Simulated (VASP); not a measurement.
Runs of VASP 6.6.1 on SrO. The structure is that of space group Fm-3m (No. 225), or close to it. The cells are those of the table. 

| cell | gap on the mesh (eV) | pressure (GPa) |
| --- | --- | --- |
| a = 3.631, b = 3.631, c = 3.645 Å, angles 60.1, 60.1, 90.0°, 2 atoms | 3.73 | 1.2 |
| a = 3.686, b = 3.686, c = 3.658 Å, angles 59.7, 59.7, 90.0°, 2 atoms | 3.68 | -0.8 |
| a = 3.613, b = 3.613, c = 3.642 Å, angles 60.3, 60.3, 90.0°, 2 atoms | 3.70 | 1.9 |
| a = 3.613, b = 3.613, c = 3.640 Å, angles 60.2, 60.2, 90.0°, 2 atoms | 3.70 | 2.0 |
| a = 3.686, b = 3.686, c = 3.657 Å, angles 59.7, 59.7, 90.0°, 2 atoms | 3.68 | -0.8 |
| a = 3.576, b = 3.576, c = 3.635 Å, angles 60.5, 60.5, 90.0°, 2 atoms | 3.66 | 3.6 |
| a = 3.576, b = 3.576, c = 3.633 Å, angles 60.5, 60.5, 90.0°, 2 atoms | 3.66 | (a) |
| a = 3.631, b = 3.631, c = 3.644 Å, angles 60.1, 60.1, 90.0°, 2 atoms | 3.73 | 1.2 |

Alike in all rows: task single point; level r2SCAN; potentials or basis VASP PAW PBE potentials, release 64 (Sr_sv, O); no spin polarisation; k mesh 8 × 8 × 8; cutoff (eV) 520; smearing gaussian 0.01 eV.

Q: Fill in the values left out.

A: (a) 3.7.

Caveats: the PAW data sets were made with another functional, which shifts forces and pressure a little; the cell stands under pressure (at least some runs).

A k mesh can miss the band edges, and the runs leave out spin-orbit coupling on Sr.
